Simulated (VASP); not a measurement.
# TeP2 (P-6m2) in VASP: further runs

The runs below take TeP2 through relaxation of cell and atoms, single point, with PBE.

All numbers are computed with VASP 6.6.1; they aren't measurements. Logs are shortened: lines on timing, memory, paths and dates and some standing lists are left out, and cuts for length are marked.

## 1. The cell of the first run

It takes space group P-6m2 (No. 187, hexagonal). The conventional cell has a = 3.393 Å, b = 3.393 Å, c = 5.349 Å, α = 90.00°, β = 90.00°, γ = 120.00°. Te (site symmetry -6m2) has 6 P at 2.45 Å within 3.2 Å. Within 3.2 Å of P (site symmetry 3m) lie 2 P at 2.41 to 2.94 Å and 3 Te at 2.45 Å.

## 2. Relaxation of cell and atoms, PBE

File INCAR:

```
PREC = Accurate ; ENCUT = 600
EDIFF = 1E-7 ; ISMEAR = 0
SIGMA = 0.1 ; LREAL = F
LASPH = T ; NELM = 60
ALGO = Normal ; ISIF = 3
LWAVE = F ; LCHARG = F
GGA = PE ; IBRION = 2
NSW = 90 ; EDIFFG = -0.04
```

File KPOINTS:

```
Automatic mesh
0
Gamma
  6 6 4
```

File POSCAR:

```
TeP2
1.0
    3.3931109700      0.0000000000      0.0000000000
   -1.6965554900      2.9385203000      0.0000000000
    0.0000000000      0.0000000000      5.3488404400
Te P
1 2
Direct
    0.0000000000      0.0000000000      0.0000000000
    0.6666666700      0.3333333300      0.7249647000
    0.6666666700      0.3333333300      0.2750353000
```

Potentials or basis: VASP PAW PBE potentials, release 64 (Te, P).

Launch:

```
> cat potpaw_PBE.64/Te/POTCAR potpaw_PBE.64/P/POTCAR > POTCAR
> mpirun -np 1 vasp_std > vasp.out
```

OUTCAR:

```text
PREC = Accurate
   ENCUT = 600
   EDIFF = 1E-7
   ISMEAR = 0
   LREAL = F
   LASPH = T
   NELM = 60
   ISIF = 3
   GGA = PE
   IBRION = 2
   NSW = 90
   EDIFFG = -0.04

 ion  position               nearest neighbor table
   1  0.000  0.000  0.000-   2 2.45   3 2.45   2 2.45   3 2.45   2 2.45   3 2.45
   2  0.667  0.333  0.725-   3 2.41   1 2.45   1 2.45   1 2.45   3 2.94
   3  0.667  0.333  0.275-   2 2.41   1 2.45   1 2.45   1 2.45   2 2.94

  LATTYP: Found a hexagonal cell.
 ALAT       =     3.3931109700
 C/A-ratio  =     1.5763824076

  Lattice vectors:

 A1 = (   3.3931109700,   0.0000000000,   0.0000000000)
 A2 = (  -1.6965554900,   2.9385203000,   0.0000000000)
 A3 = (   0.0000000000,   0.0000000000,   5.3488404400)

Analysis of symmetry for initial positions (statically):
=====================================================================
 Subroutine PRICEL returns:
 Original cell was already a primitive cell.

 Routine SETGRP: Setting up the symmetry group for a
 hexagonal supercell.

 Subroutine GETGRP returns: Found 12 space group operations
 (whereof 12 operations were pure point group operations)
 out of a pool of 24 trial point group operations.

The static configuration has the point symmetry D_3h.

Analysis of symmetry for dynamics (positions and initial velocities):
=====================================================================
 Subroutine PRICEL returns:
 Original cell was already a primitive cell.

 Routine SETGRP: Setting up the symmetry group for a
 hexagonal supercell.

 Subroutine GETGRP returns: Found 12 space group operations
 (whereof 12 operations were pure point group operations)
 out of a pool of 24 trial point group operations.

The dynamic configuration has the point symmetry D_3h.

 Subroutine INISYM returns: Found 12 space group operations
 (whereof 12 operations are pure point group operations),
 and found     1 'primitive' translations

----------------------------------------------------------------------------------------

                                     Primitive cell

  volume of cell :      53.3318

  direct lattice vectors                    reciprocal lattice vectors
     3.393110970  0.000000000  0.000000000     0.294714794  0.170153666  0.000000000
    -1.696555490  2.938520300  0.000000000     0.000000000  0.340307331  0.000000000
     0.000000000  0.000000000  5.348840440     0.000000000  0.000000000  0.186956409

  length of vectors
     3.393110970  3.393110974  5.348840440     0.340307331  0.340307331  0.186956409

  position of ions in fractional coordinates (direct lattice)
     0.000000000  0.000000000  0.000000000
     0.666666670  0.333333330  0.724964700
     0.666666670  0.333333330  0.275035300

  ion indices of the primitive-cell ions
   primitive index   ion index
                 1           1
                 2           2
                 3           3

----------------------------------------------------------------------------------------

 KPOINTS: Automatic mesh

Automatic generation of k-mesh.
 Grid dimensions read from file:
 generate k-points for:    6    6    4

 Generating k-lattice:

  Cartesian coordinates                     Fractional coordinates (reciprocal lattice)
     0.049119132  0.028358944  0.000000000     0.166666667  0.000000000  0.000000000
     0.000000000  0.056717888  0.000000000     0.000000000  0.166666667  0.000000000
     0.000000000  0.000000000  0.046739102     0.000000000  0.000000000  0.250000000

  Length of vectors
     0.056717889  0.056717888  0.046739102

  Shift w.r.t. Gamma in fractional coordinates (k-lattice)
     0.000000000  0.000000000  0.000000000

 Subroutine IBZKPT returns following result:
 ===========================================

 Found     21 irreducible k-points:

 Following reciprocal coordinates:
            Coordinates               Weight
  0.000000  0.000000  0.000000      1.000000
  0.166667  0.000000  0.000000      6.000000
  0.333333 -0.000000  0.000000      6.000000
  0.500000  0.000000  0.000000      3.000000
  0.166667  0.166667  0.000000      6.000000
  0.333333  0.166667  0.000000     12.000000
[... 13 lines left out ...]
  0.333333  0.166667  0.500000     12.000000
  0.333333  0.333333  0.500000      2.000000
   k-points           NKPTS =     21   k-points in BZ     NKDIM =     21   number of bands    NBANDS=     12
   number of dos      NEDOS =    301   number of ions     NIONS =      3
   total plane-waves  NPLWV =  37632
   dimension x,y,z NGX =    28 NGY =   28 NGZ =   48
   dimension x,y,z NGXF=    56 NGYF=   56 NGZF=   96
   ions per type =               1   2
   NGX,Y,Z   is equivalent  to a cutoff of  13.72, 13.72, 14.92 a.u.
   NGXF,Y,Z  is equivalent  to a cutoff of  27.44, 27.44, 29.84 a.u.
 SYSTEM =  unknown system
   PREC   = accura    normal or accurate (medium, high low for compatibility)
   ISTART =      0    job   : 0-new  1-cont  2-samecut
   ICHARG =      2    charge: 1-file 2-atom 10-const
   ISPIN  =      1    spin polarized calculation?
   LNONCOLLINEAR =      F non collinear calculations
   LSORBIT =      F    spin-orbit coupling
   LASPH  =      T    aspherical Exc in radial PAW
   ENCUT  =  600.0 eV  44.10 Ry    6.64 a.u.   6.78  6.78 10.68*2*pi/ulx,y,z
   NELM   =     60;   NELMIN=  2; NELMDL= -5     # of ELM steps
   EDIFF  = 0.1E-06   stopping-criterion for ELM
   LREAL  =      F    real-space projection
   EDIFFG = -.4E-01   stopping-criterion for IOM
   NSW    =     90    number of steps for IOM
   IBRION =      2    ionic relax: 0-MD 1-quasi-New 2-CG
   NFREE  =      1    steps in history (QN), initial steepest desc. (CG)
   ISIF   =      3    stress and relaxation
   ISYM   =      2    0-nonsym 1-usesym 2-fastsym
   POTIM  = 0.5000    time-step for ionic-motion
   TEBEG  =    0.0;   TEEND  =   0.0 temperature during run
   PSTRESS=    0.0 pullay stress
   NELECT =      16.0000    total number of electrons
   NUPDOWN=      -1.0000    fix difference up-down
   EMIN   =  10.00;   EMAX   =-10.00  energy-range for DOS
   EFERMI =   0.00;   METHOD = LEGACY
   ISMEAR =     0;   SIGMA  =   0.10  broadening in eV -4-tet -1-fermi 0-gaus
   EFERMI_NEDOS =   21; number of points for ismear=-14 and -15
   IALGO  =     38    algorithm
   IMIX   =      4    mixing-type and parameters
     AMIX     =   0.40;   BMIX     =  1.00
     AMIX_MAG =   1.60;   BMIX_MAG =  1.00
  volume/ion in A,a.u.               =      17.78       119.97
  Fermi-wavevector in a.u.,A,eV,Ry     =   1.095938  2.071023 16.341690  1.201080
  Thomas-Fermi vector in A             =   2.232271
   LORBIT       =      0    0 simple, 1 ext, 2 COOP (PROOUT), +10 PAW based schemes
   GGA     = PE    functional components
   LHFCALC =     F    Hartree Fock is set to
   AEXX    =    0.0000 exact exchange contribution
   IVDW    =     0    specifies the selected vdW correction
   LEPSILON=     F    determine dielectric tensor
   LRPA    =     F    only Hartree local field effects (RPA)
 conjugate gradient relaxation of ions
 non-spin polarized calculation
 Gauss-broadening in eV      SIGMA  =   0.10
  energy-cutoff  :      600.00
  volume of cell :       53.33
 maximum number of plane-waves:      1806
 NGX is ok and might be reduce to    28
   NGX = 13   NGY = 13   NGZ = 21

--------------------------------------- Ionic step        1  -------------------------------------------

 number of electron      16.0000001 magnetization

 Free energy of the ion-electron system (eV)
  ---------------------------------------------------
  ext. energy  EPLUGINS =         0.00000000
  ---------------------------------------------------
  free energy    TOTEN  =        -9.51100609 eV

  energy without entropy =       -9.50546675  energy(sigma->0) =       -9.50823642

 E-fermi :  10.1738     XC(G=0): -10.8613

 val. band max:       10.0464682213   @ k =   0.3333  -0.0000   0.0000
 cond. band min:      10.2044577439   @ k =   0.1667   0.1667   0.2500
 fundamental gap:      0.1579895225
 Fermi energy:        10.1737999298

 k-point     1 :       0.0000    0.0000    0.0000
  band No.  band energies     occupation
      1      -7.8541      2.00000
      2      -2.0182      2.00000
      3       0.3756      2.00000
      4       7.1826      2.00000
      5       7.1826      2.00000
      6       9.6165      2.00000
      7      11.0527      0.00000
      8      11.0527      0.00000
      9      11.3679      0.00000
     10      11.3679      0.00000
     11      12.0093      0.00000
     12      14.3989      0.00000
[... 332 lines left out ...]
  energy  without entropy=       -9.5054667459  energy(sigma->0) =       -9.50823642

--------------------------------------- Ionic step        2  -------------------------------------------

 number of electron      16.0000001 magnetization

 E-fermi :   3.1521     XC(G=0):  -8.4661

 val. band max:        3.0855472744   @ k =   0.1667   0.0000   0.2500
 cond. band min:       3.1549881019   @ k =   0.3333   0.1667   0.2500
 fundamental gap:      0.0694408275
 Fermi energy:         3.1520784843

 k-point     1 :       0.0000    0.0000    0.0000
  band No.  band energies     occupation
      1      -9.1595      2.00000
      2      -6.7512      2.00000
      3      -5.2507      2.00000
      4       1.2980      2.00000
      5       1.8814      2.00000
      6       1.8814      2.00000
      7       2.9602      1.99334
      8       3.7181      0.00000
      9       3.7181      0.00000
     10       4.5548      0.00000
     11       4.5548      0.00000
     12       7.2704      0.00000
[... 365 lines left out ...]
  FREE ENERGIE OF THE ION-ELECTRON SYSTEM (eV)
  ---------------------------------------------------
  free  energy   TOTEN  =       -12.0715382974 eV

  energy  without entropy=      -12.0636372139  energy(sigma->0) =      -12.06758776

[... ionic steps 4 to 12 ...]

--------------------------------------- Ionic step       13  -------------------------------------------

 number of electron      15.9999999 magnetization

------------------------ aborting loop because EDIFF is reached ----------------------------------------

  FORCE on cell =-STRESS in cart. coord.  units (eV):
  Direction    XX          YY          ZZ          XY          YZ          ZX
  --------------------------------------------------------------------------------------
  -------------------------------------------------------------------------------------
  Total        0.1158908      0.1158908     -0.1333765     -0.0000000      0.0000000      0.0000000
  in kB        2.4696913      2.4696913     -2.8423199     -0.0000000      0.0000000      0.0000000
  external PRESSURE =       0.6990209 kB  Pullay stress =       0.0000000 kB
[... 59 lines left out ...]
  energy  without entropy=      -12.3818692391  energy(sigma->0) =      -12.38531554

--------------------------------------- Ionic step       15  -------------------------------------------

 number of electron      15.9999999 magnetization

 Free energy of the ion-electron system (eV)
  ---------------------------------------------------
  ext. energy  EPLUGINS =         0.00000000
  ---------------------------------------------------
  free energy    TOTEN  =       -12.38930833 eV

  energy without entropy =      -12.38244701  energy(sigma->0) =      -12.38587767

 E-fermi :   5.7027     XC(G=0):  -9.3007

 val. band max:        5.6000433447   @ k =   0.3333   0.1667   0.0000
 cond. band min:       5.7420268873   @ k =   0.3333  -0.0000   0.2500
 fundamental gap:      0.1419835425
 Fermi energy:         5.7026701861

 k-point     1 :       0.0000    0.0000    0.0000
  band No.  band energies     occupation
      1      -8.5556      2.00000
      2      -4.8965      2.00000
      3      -3.3695      2.00000
      4       3.0246      2.00000
      5       3.0246      2.00000
      6       3.5101      2.00000
      7       5.7567      0.44496
      8       5.7567      0.44496
      9       6.3160      0.00000
     10       6.8662      0.00000
     11       6.8662      0.00000
     12       8.9783      0.00000
[... 328 lines left out ...]
  FREE ENERGIE OF THE ION-ELECTRON SYSTEM (eV)
  ---------------------------------------------------
  free  energy   TOTEN  =       -12.3893083344 eV

  energy  without entropy=      -12.3824470078  energy(sigma->0) =      -12.38587767

 reached required accuracy - stopping structural energy minimisation
```

It took 3 min on 1 thread of Intel Xeon Platinum 8488C (Sapphire Rapids), shared host; peak memory 0.2 GiB.

What came out:

* Free energy: -12.3893 eV
* Relaxed volume: 25.12 Å³/atom
* Relaxed cell: a = 3.977 Å, b = 3.977 Å, c = 5.504 Å, α = 90.00°, β = 90.00°, γ = 120.00°
* Space group after relaxing (to 0.05 Å): P-6m2 (No. 187)
* Energy gained by relaxing: 959.4 meV/atom
* Ionic steps: 15
* Pressure after relaxing: 0.2 GPa
* Largest force after relaxing: 0.034 eV/Å
* Band gap on the k mesh: zero (band 8 reaches 6.03 eV, above the bottom of band 9 at 5.16 eV)

Forces on the atoms (eV/Å):
```
Te   0.000  0.000  0.000
P    0.000  0.000  0.034
P    0.000  0.000 -0.034
```

Step by step:
```tsv
step	energy change (eV)	largest force (eV/Å)	pressure (GPa)	volume (Å³)
1	0.0000	5.2432	38.69	53.33
2	-1.9885	1.1909	-8.58	93.79
3	-2.5605	1.2656	-3.31	74.76
4	-2.5617	1.2895	-2.97	74.25
5	-2.5616	1.3149	-2.61	73.72
6	-2.8500	0.2555	2.11	71.81
7	-2.8518	0.0217	1.64	71.94
8	-2.8518	0.0882	1.77	71.90
9	-2.8686	0.2977	0.53	74.19
10	-2.8696	0.3552	0.17	74.96
11	-2.8734	0.0960	-0.66	75.72
12	-2.8740	0.0166	-0.46	75.52
13	-2.8776	0.0368	0.07	75.18
14	-2.8778	0.0482	0.19	75.11
15	-2.8783	0.0338	0.16	75.37
```

Final structure:
```
Te P
1.0
     3.97661    0.00000    0.00000
    -1.98831    3.44385    0.00000
     0.00000    0.00000    5.50386
Te P
1 2
Cartesian
  0.0000 0.0000 0.0000
  1.9883 1.1479 3.7810
  1.9883 1.1479 1.7228
```

Levels at points of the mesh, in eV from the Fermi level:
```csv
k point,band 4,band 5,band 6,band 7,band 8,band 9,band 10,band 11,band 12
"(0.00, 0.00, 0.00)",-2.68,-2.68,-2.19,0.05,0.05,0.61,1.16,1.16,3.28
"(0.50, 0.00, 0.00)",-6.51,-3.96,-3.90,-2.91,0.17,0.48,0.63,2.87,4.43
"(0.00, 0.00, 0.50)",-4.65,-1.94,-1.94,-1.49,-1.49,1.41,1.78,1.78,2.03
"(0.50, 0.00, 0.50)",-5.39,-3.32,-2.91,-2.36,-2.14,0.54,1.33,3.13,3.94
```

Caveat: the volume moved by over 15 % at a fixed basis, so the end points are rough; spin-orbit coupling is left out, which moves the levels of the heavy elements.

(Continued in part 2 of 2.)
